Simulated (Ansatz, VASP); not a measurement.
# One calculation of Mg2C, two programs

```
Mg C
1.0
    -2.09767    2.09767    2.73981
     2.09767   -2.09767    2.73981
     2.09767    2.09767   -2.73981
Mg C
2 1
Direct
  0.50000 0.00000 0.50000
  0.00000 0.50000 0.50000
  0.50000 0.50000 0.00000
```

Alike in both runs: task single point; functional PBE; k mesh 6 × 6 × 6; occupations gaussian, width 0.1 eV; no spin polarisation.

```csv
,VASP,Ansatz
version,VASP 6.6.1,Ansatz 0.2.0
potentials or method,"VASP PAW PBE potentials, release 64 (Mg, C), cutoff 520 eV","scalar-relativistic, plane waves, PAW"
valence electrons in the cell,8,24
```

VASP gave:

```
gap on the k mesh at the Fermi level (eV)                     : none
pressure (GPa)                                                : 4.9
traceless stress, the component that is largest in VASP (GPa) : 4.21
```

Problem. What did Ansatz give for the same quantities?

Solution. gap on the k mesh at the Fermi level (eV): none; pressure (GPa): 4.9; traceless stress, the component that is largest in VASP (GPa): 4.23.

A gap of «none» marks a metal or a gap that the smearing closes. VASP's potentials hold 8 valence electrons a cell and Ansatz's 24, so a difference there can come from the potentials and not from the codes.
